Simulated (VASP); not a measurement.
# YbCu4I (F-43m) in VASP: single point with r2SCAN

Aim: the single point of YbCu4I with r2SCAN.

Program: VASP 6.6.1. These are calculated values, not measurements. Logs are shortened: lines on timing, memory, paths and dates and some standing lists are left out, and cuts for length are marked.

## Step 1: The cell of the first run

The structure is cubic, space group F-43m (No. 216). The conventional cell has a = 7.660 Å, b = 7.660 Å, c = 7.660 Å, α = 90.00°, β = 90.00°, γ = 90.00°. Within 3.6 Å of Cu (site symmetry 3m) lie 6 Cu at 2.70 to 2.72 Å and 3 I at 3.17 Å and 3 Yb at 3.18 Å. Within 4.2 Å of I (site symmetry -43m) lie 12 Cu at 3.17 Å and 4 Yb at 3.32 Å. Within 4.2 Å of Yb (site symmetry -43m) lie 12 Cu at 3.18 Å and 4 I at 3.32 Å.

## Step 2: Single point, r2SCAN

POSCAR

```
YbCu4I
1.0
    0.0000000000      3.8302200000      3.8302200000
    3.8302200000      0.0000000000      3.8302200000
    3.8302200000      3.8302200000      0.0000000000
Cu I Yb
4 1 1
Direct
    0.6254000000      0.6254000000      0.6254000000
    0.1238000000      0.6254000000      0.6254000000
    0.6254000000      0.6254000000      0.1238000000
    0.6254000000      0.1238000000      0.6254000000
    0.0000000000      0.0000000000      0.0000000000
    0.2500000000      0.2500000000      0.2500000000
```

INCAR.step1

```
SYSTEM = YbCu4I
ALGO     = Normal         ! electronic algorithm
EDIFF    = 1E-4           ! SCF threshold, eV
ENCUT    = 520            ! plane-wave cutoff, eV
GGA      = PE             ! functional
ISMEAR   = -1             ! smearing method
LASPH    = .True.         ! aspherical terms in the spheres
LCHARG   = .False.        ! write CHGCAR
LREAL    = .False.        ! projectors in reciprocal space
LWAVE    = .True.         ! write WAVECAR
NBANDS   = 46             ! bands
NELM     = 100            ! most SCF steps
PREC     = Accurate       ! precision mode
SIGMA    = 0.1            ! smearing width, eV
```

INCAR.step2

```
SYSTEM = YbCu4I
ALGO     = Normal         ! electronic algorithm
EDIFF    = 1E-6           ! SCF threshold, eV
ENCUT    = 520            ! plane-wave cutoff, eV
ISIF     = 2              ! what is computed and relaxed
ISMEAR   = -1             ! smearing method
ISTART   = 1            
LASPH    = .True.         ! aspherical terms in the spheres
LCHARG   = .False.        ! write CHGCAR
LMIXTAU  = .True.       
LREAL    = .False.        ! projectors in reciprocal space
LWAVE    = .False.        ! write WAVECAR
METAGGA  = R2SCAN         ! meta-GGA
NBANDS   = 46             ! bands
NELM     = 100            ! most SCF steps
PREC     = Accurate       ! precision mode
SIGMA    = 0.1            ! smearing width, eV
```

KPOINTS

```
k-points
0
Gamma
  5 5 5
  0 0 0
```

Potentials or basis: VASP PAW PBE potentials, release 64 (Cu, I, Yb).

Run with:

```console
cat potpaw_PBE.64/Cu/POTCAR potpaw_PBE.64/I/POTCAR potpaw_PBE.64/Yb/POTCAR > POTCAR
cp INCAR.step1 INCAR
mpirun -np 1 vasp_std > vasp.out
cp INCAR.step2 INCAR
mpirun -np 1 vasp_std > vasp.out
```

OUTCAR:

```text
SYSTEM = YbCu4I
   EDIFF = 1E-6
   ENCUT = 520
   ISIF = 2
   ISMEAR = -1
   ISTART = 1
   LASPH = .True.
   LREAL = .False.
   METAGGA = R2SCAN
   NELM = 100
   PREC = Accurate

 ion  position               nearest neighbor table
   1  0.625  0.625  0.625-   2 2.70   3 2.70   4 2.70   3 2.72   4 2.72   2 2.72   5 3.17   5 3.17
                             5 3.17   6 3.18   6 3.18   6 3.18
   2  0.124  0.625  0.625-   1 2.70   3 2.70   4 2.70   1 2.72   3 2.72   4 2.72   5 3.17   5 3.17
                             5 3.17   6 3.18   6 3.18   6 3.18
   3  0.625  0.625  0.124-   1 2.70   2 2.70   4 2.70   1 2.72   4 2.72   2 2.72   5 3.17   5 3.17
                             5 3.17   6 3.18   6 3.18   6 3.18
   4  0.625  0.124  0.625-   1 2.70   2 2.70   3 2.70   3 2.72   1 2.72   2 2.72   5 3.17   5 3.17
                             5 3.17   6 3.18   6 3.18   6 3.18
   5  0.000  0.000  0.000-   1 3.17   1 3.17   4 3.17   2 3.17   1 3.17   2 3.17   4 3.17   3 3.17
                             3 3.17   2 3.17   3 3.17   4 3.17   6 3.32   6 3.32   6 3.32   6 3.32
   6  0.250  0.250  0.250-   3 3.18   1 3.18   2 3.18   4 3.18   2 3.18   4 3.18   1 3.18   4 3.18
                             3 3.18   1 3.18   3 3.18   2 3.18   5 3.32   5 3.32   5 3.32   5 3.32

  LATTYP: Found a face centered cubic cell.
 ALAT       =     7.6604400000

  Lattice vectors:

 A1 = (   0.0000000000,   3.8302200000,   3.8302200000)
 A2 = (   3.8302200000,   0.0000000000,   3.8302200000)
 A3 = (   3.8302200000,   3.8302200000,   0.0000000000)

Analysis of symmetry for initial positions (statically):
=====================================================================
 Subroutine PRICEL returns:
 Original cell was already a primitive cell.

 Routine SETGRP: Setting up the symmetry group for a
 face centered cubic supercell.

 Subroutine GETGRP returns: Found 24 space group operations
 (whereof 24 operations were pure point group operations)
 out of a pool of 48 trial point group operations.

The static configuration has the point symmetry T_d .

Analysis of symmetry for dynamics (positions and initial velocities):
=====================================================================
 Subroutine PRICEL returns:
 Original cell was already a primitive cell.

 Routine SETGRP: Setting up the symmetry group for a
 face centered cubic supercell.

 Subroutine GETGRP returns: Found 24 space group operations
 (whereof 24 operations were pure point group operations)
 out of a pool of 48 trial point group operations.

The dynamic configuration has the point symmetry T_d .

 Subroutine INISYM returns: Found 24 space group operations
 (whereof 24 operations are pure point group operations),
 and found     1 'primitive' translations

----------------------------------------------------------------------------------------

                                     Primitive cell

  volume of cell :     112.3831

  direct lattice vectors                    reciprocal lattice vectors
     0.000000000  3.830220000  3.830220000    -0.130540804  0.130540804  0.130540804
     3.830220000  0.000000000  3.830220000     0.130540804 -0.130540804  0.130540804
     3.830220000  3.830220000  0.000000000     0.130540804  0.130540804 -0.130540804

  length of vectors
     5.416749071  5.416749071  5.416749071     0.226103306  0.226103306  0.226103306

  position of ions in fractional coordinates (direct lattice)
     0.625400000  0.625400000  0.625400000
     0.123800000  0.625400000  0.625400000
     0.625400000  0.625400000  0.123800000
     0.625400000  0.123800000  0.625400000
     0.000000000  0.000000000  0.000000000
     0.250000000  0.250000000  0.250000000

  ion indices of the primitive-cell ions
   primitive index   ion index
                 1           1
                 2           2
                 3           3
                 4           4
                 5           5
                 6           6

----------------------------------------------------------------------------------------

 KPOINTS: k-points

Automatic generation of k-mesh.
 Grid dimensions read from file:
 generate k-points for:    5    5    5

 Generating k-lattice:

  Cartesian coordinates                     Fractional coordinates (reciprocal lattice)
    -0.026108161  0.026108161  0.026108161     0.200000000  0.000000000  0.000000000
     0.026108161 -0.026108161  0.026108161     0.000000000  0.200000000  0.000000000
     0.026108161  0.026108161 -0.026108161     0.000000000  0.000000000  0.200000000

  Length of vectors
     0.045220661  0.045220661  0.045220661

  Shift w.r.t. Gamma in fractional coordinates (k-lattice)
     0.000000000  0.000000000  0.000000000

 Subroutine IBZKPT returns following result:
 ===========================================

 Found     10 irreducible k-points:

 Following reciprocal coordinates:
            Coordinates               Weight
  0.000000  0.000000  0.000000      1.000000
  0.200000  0.000000  0.000000      8.000000
  0.400000  0.000000  0.000000      8.000000
  0.200000  0.200000  0.000000      6.000000
  0.400000  0.200000  0.000000     24.000000
 -0.400000  0.200000  0.000000     24.000000
 -0.200000  0.200000  0.000000     12.000000
  0.400000  0.400000  0.000000      6.000000
 -0.400000  0.400000  0.000000     12.000000
 -0.400000  0.400000  0.200000     24.000000
   k-points           NKPTS =     10   k-points in BZ     NKDIM =     10   number of bands    NBANDS=     46
   number of dos      NEDOS =    301   number of ions     NIONS =      6
   total plane-waves  NPLWV =  64000
   dimension x,y,z NGX =    40 NGY =   40 NGZ =   40
   dimension x,y,z NGXF=    80 NGYF=   80 NGZF=   80
   ions per type =               4   1   1
   NGX,Y,Z   is equivalent  to a cutoff of  12.28, 12.28, 12.28 a.u.
   NGXF,Y,Z  is equivalent  to a cutoff of  24.55, 24.55, 24.55 a.u.
 SYSTEM =  YbCu4I
   PREC   = accura    normal or accurate (medium, high low for compatibility)
   ISTART =      1    job   : 0-new  1-cont  2-samecut
   ICHARG =      0    charge: 1-file 2-atom 10-const
   ISPIN  =      1    spin polarized calculation?
   LNONCOLLINEAR =      F non collinear calculations
   LSORBIT =      F    spin-orbit coupling
   LASPH  =      T    aspherical Exc in radial PAW
   ENCUT  =  520.0 eV  38.22 Ry    6.18 a.u.  10.07 10.07 10.07*2*pi/ulx,y,z
   NELM   =    100;   NELMIN=  2; NELMDL=  0     # of ELM steps
   EDIFF  = 0.1E-05   stopping-criterion for ELM
   LREAL  =      F    real-space projection
   EDIFFG = 0.1E-04   stopping-criterion for IOM
   NSW    =      0    number of steps for IOM
   IBRION =     -1    ionic relax: 0-MD 1-quasi-New 2-CG
   NFREE  =      0    steps in history (QN), initial steepest desc. (CG)
   ISIF   =      2    stress and relaxation
   ISYM   =      2    0-nonsym 1-usesym 2-fastsym
   POTIM  = 0.5000    time-step for ionic-motion
   TEBEG  =    0.0;   TEEND  =   0.0 temperature during run
   PSTRESS=    0.0 pullay stress
   NELECT =      75.0000    total number of electrons
   NUPDOWN=      -1.0000    fix difference up-down
   EMIN   =  10.00;   EMAX   =-10.00  energy-range for DOS
   EFERMI =   0.00;   METHOD = LEGACY
   ISMEAR =    -1;   SIGMA  =   0.10  broadening in eV -4-tet -1-fermi 0-gaus
   EFERMI_NEDOS =   21; number of points for ismear=-14 and -15
   IALGO  =     38    algorithm
   IMIX   =      4    mixing-type and parameters
     AMIX     =   0.40;   BMIX     =  1.00
     AMIX_MAG =   1.60;   BMIX_MAG =  1.00
  volume/ion in A,a.u.               =      18.73       126.40
  Fermi-wavevector in a.u.,A,eV,Ry     =   1.430633  2.703504 27.847186  2.046710
  Thomas-Fermi vector in A             =   2.550457
   LORBIT       =      0    0 simple, 1 ext, 2 COOP (PROOUT), +10 PAW based schemes
   METAGGA = R2SCAN    functional components
   LHFCALC =     F    Hartree Fock is set to
   AEXX    =    0.0000 exact exchange contribution
   IVDW    =     0    specifies the selected vdW correction
   LEPSILON=     F    determine dielectric tensor
   LRPA    =     F    only Hartree local field effects (RPA)
 non-spin polarized calculation
  energy-cutoff  :      520.00
  volume of cell :      112.38
 maximum number of plane-waves:      3042
   NGX = 21   NGY = 21   NGZ = 21

 number of electron      74.9999980 magnetization

 Free energy of the ion-electron system (eV)
  ---------------------------------------------------
  ext. energy  EPLUGINS =         0.00000000
  ---------------------------------------------------
  free energy    TOTEN  =      -102.82756394 eV

  energy without entropy =     -102.66670653  energy(sigma->0) =     -102.74713524

 E-fermi :   6.1440     XC(G=0): -11.7556

 val. band max:        6.1038139753   @ k =   0.2000   0.2000   0.0000
 cond. band min:       6.1920253283   @ k =  -0.4000   0.2000   0.0000
 fundamental gap:      0.0882113530
 Fermi energy:         6.1439902021

 k-point     1 :       0.0000    0.0000    0.0000
  band No.  band energies     occupation
      1     -47.3831      2.00000
      2     -19.1364      2.00000
      3     -19.1361      2.00000
      4     -19.1361      2.00000
      5      -9.1791      2.00000
      6      -0.1656      2.00000
[... 38 lines left out ...]
     45       8.5495      0.00000
     46      11.8866      0.00000

 k-point     2 :       0.2000    0.0000    0.0000
  band No.  band energies     occupation
      1     -47.3831      2.00000
      2     -19.1400      2.00000
      3     -19.1368      2.00000
      4     -19.1365      2.00000
      5      -9.1217      2.00000
      6      -0.8502      2.00000
[... 38 lines left out ...]
     45       9.7478      0.00000
     46      12.3212      0.00000

 k-point     3 :       0.4000    0.0000    0.0000
  band No.  band energies     occupation
      1     -47.3830      2.00000
      2     -19.1461      2.00000
      3     -19.1374      2.00000
      4     -19.1372      2.00000
      5      -9.0280      2.00000
      6      -1.3100      2.00000
[... 332 lines left out ...]
     45      10.8929      0.00000
     46      11.3915      0.00000

 k-point    10 :      -0.4000    0.4000    0.2000
  band No.  band energies     occupation
      1     -47.3830      2.00000
      2     -19.1455      2.00000
      3     -19.1409      2.00000
      4     -19.1387      2.00000
      5      -8.9749      2.00000
      6      -0.9109      2.00000
[... 38 lines left out ...]
     45      11.0485      0.00000
     46      11.5150      0.00000

------------------------ aborting loop because EDIFF is reached ----------------------------------------

  FORCE on cell =-STRESS in cart. coord.  units (eV):
  Direction    XX          YY          ZZ          XY          YZ          ZX
  --------------------------------------------------------------------------------------
  -------------------------------------------------------------------------------------
  Total       -3.9593611     -3.9593611     -3.9593611      0.0000000      0.0000000     -0.0000000
  in kB      -56.4461776    -56.4461776    -56.4461776      0.0000000      0.0000000     -0.0000000
  external PRESSURE =     -56.4461776 kB  Pullay stress =       0.0000000 kB

 VOLUME and BASIS-vectors are now :
 -----------------------------------------------------------------------------
  energy-cutoff  :      520.00
  volume of cell :      112.38
      direct lattice vectors                 reciprocal lattice vectors
     0.000000000  3.830220000  3.830220000    -0.130540804  0.130540804  0.130540804
     3.830220000  0.000000000  3.830220000     0.130540804 -0.130540804  0.130540804
     3.830220000  3.830220000  0.000000000     0.130540804  0.130540804 -0.130540804

 POSITION                                       TOTAL-FORCE (eV/Angst)
 -----------------------------------------------------------------------------------
      4.79084      4.79084      4.79084        -0.036218     -0.036218     -0.036218
      4.79084      2.86960      2.86960        -0.036218      0.036218      0.036218
      2.86960      2.86960      4.79084         0.036218      0.036218     -0.036218
      2.86960      4.79084      2.86960         0.036218     -0.036218      0.036218
      0.00000      0.00000      0.00000         0.000000      0.000000      0.000000
      1.91511      1.91511      1.91511         0.000000      0.000000      0.000000
 -----------------------------------------------------------------------------------
    total drift:                               -0.000025     -0.000025     -0.000026

  FREE ENERGIE OF THE ION-ELECTRON SYSTEM (eV)
  ---------------------------------------------------
  free  energy   TOTEN  =      -102.8275639440 eV

  energy  without entropy=     -102.6667065284  energy(sigma->0) =     -102.74713524
```

It took 11 min on 1 thread of Intel Xeon Platinum 8488C (Sapphire Rapids), shared host; peak memory 0.3 GiB.

What came out:

```yaml
Free_energy: -102.8276 eV
Pressure: -5.6 GPa
Largest_force: 0.063 eV/Å
Band_gap_on_the_k_mesh: zero (an odd number of electrons rules out a gap without spin polarisation)
```

Forces on the atoms (eV/Å):
```
Cu  -0.036 -0.036 -0.036
Cu  -0.036  0.036  0.036
Cu   0.036  0.036 -0.036
Cu   0.036 -0.036  0.036
I    0.000  0.000  0.000
Yb   0.000  0.000  0.000
```

Caveat: the cell stands under tension; the PAW data sets were made with another functional, which shifts forces and pressure a little; spin-orbit coupling is left out, which moves the levels of the heavy elements. Spin polarisation is off, so any magnetic state and its effect on volume and gap are missing.

The gap in the log of VASP goes by the Fermi energy; the results here count the filled bands.